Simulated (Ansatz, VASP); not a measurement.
MoS2: VASP beside Ansatz

INCAR

```
SYSTEM = MoS2
PREC = Accurate ; ENCUT = 520
EDIFF = 1E-7 ; ISMEAR = 0
SIGMA = 0.05 ; LREAL = .FALSE.
LASPH = .TRUE. ; NELM = 60
ALGO = Normal ; ISIF = 2
LWAVE = .FALSE. ; LCHARG = .FALSE.
LDIPOL = .TRUE. ; IDIPOL = 3
DIPOL = 0.5 0.5 0.405 ; GGA = PE
IVDW = 12 ; NBANDS = 64
```

Contents of KPOINTS:

```
Automatic mesh
0
G
  3 3 1
  0 0 0
```

POSCAR

```
MoS2
1.0
    6.3058975174      0.0000000000      0.0000000000
   -3.1529487587      5.4610674438      0.0000000000
    0.0000000000      0.0000000000     23.6395323976
S Mo
8 4
Direct
    0.6666666667      0.3333333333      0.3384161694
    0.6666666667      0.8333333333      0.3384161694
    0.1666666667      0.3333333333      0.3384161694
    0.1666666667      0.8333333333      0.3384161694
    0.6675871967      0.3339928968      0.4709705117
    0.6658323159      0.8333613681      0.4710075340
    0.1668067970      0.3325250155      0.4709900842
    0.1665321926      0.8334217499      0.4710072651
    0.3337212039      0.1668378801      0.4047541141
    0.3332142590      0.6664043436      0.4047614694
    0.8333484609      0.1665558978      0.4047238923
    0.8330948154      0.6668988579      0.4047594800
```

Input for Ansatz:

```yaml
crystal:
  lattice:
    - [6.3058975174, 0.0, 0.0]
    - [-3.1529487587, 5.4610674438, 0.0]
    - [0.0, 0.0, 23.6395323976]
  atoms:
    - { symbol: S, position: [0.6666666667, 0.3333333333, 0.3384161694] }
    - { symbol: S, position: [0.6666666667, 0.8333333333, 0.3384161694] }
    - { symbol: S, position: [0.1666666667, 0.3333333333, 0.3384161694] }
    - { symbol: S, position: [0.1666666667, 0.8333333333, 0.3384161694] }
    - { symbol: Mo, position: [0.3337212039, 0.1668378801, 0.4047541141] }
    - { symbol: Mo, position: [0.333214259, 0.6664043436, 0.4047614694] }
    - { symbol: Mo, position: [0.8333484609, 0.1665558978, 0.4047238923] }
    - { symbol: Mo, position: [0.8330948154, 0.6668988579, 0.40475948] }
    - { symbol: S, position: [0.6675871967, 0.3339928968, 0.4709705117] }
    - { symbol: S, position: [0.6658323159, 0.8333613681, 0.471007534] }
    - { symbol: S, position: [0.166806797, 0.3325250155, 0.4709900842] }
    - { symbol: S, position: [0.1665321926, 0.8334217499, 0.4710072651] }
basis:
  ecutwfc: 420
kpoints:
  mp_grid: { grid: [3, 3, 1] }
hamiltonian:
  xc: pbe
  dispersion: d3bj
scf:
  occupations: { method: gaussian, width: 0.05 }
output:
  forces: true
  eigenvalues: true
  write_density: true
  volumetric_format: npy
efield:
  axis: 3
  dipole_correction: true
  ramp_width: 0.04
```

Alike in both runs: task single point; functional PBE; dispersion D3(BJ); k mesh 3 × 3 × 1; occupations gaussian, width 0.05 eV; no spin polarisation.

```csv
,VASP,Ansatz
version,VASP 6.6.1,Ansatz 0.2.0
potentials or method,"VASP PAW PBE potentials, release 64 (S, Mo_sv), cutoff 520 eV","scalar-relativistic, plane waves, PAW"
valence electrons in the cell,104,104
```

|  | VASP | Ansatz | Ansatz less VASP |
| --- | --- | --- | --- |
| gap on the k mesh at the Fermi level (eV) | 1.78 | 1.78 | -0.004 |
| least direct gap on the mesh (eV) | 1.78 | 1.78 | -0.004 |
| rms of the force components (eV/Å) | 0.022 | 0.023 | +0.0015 |
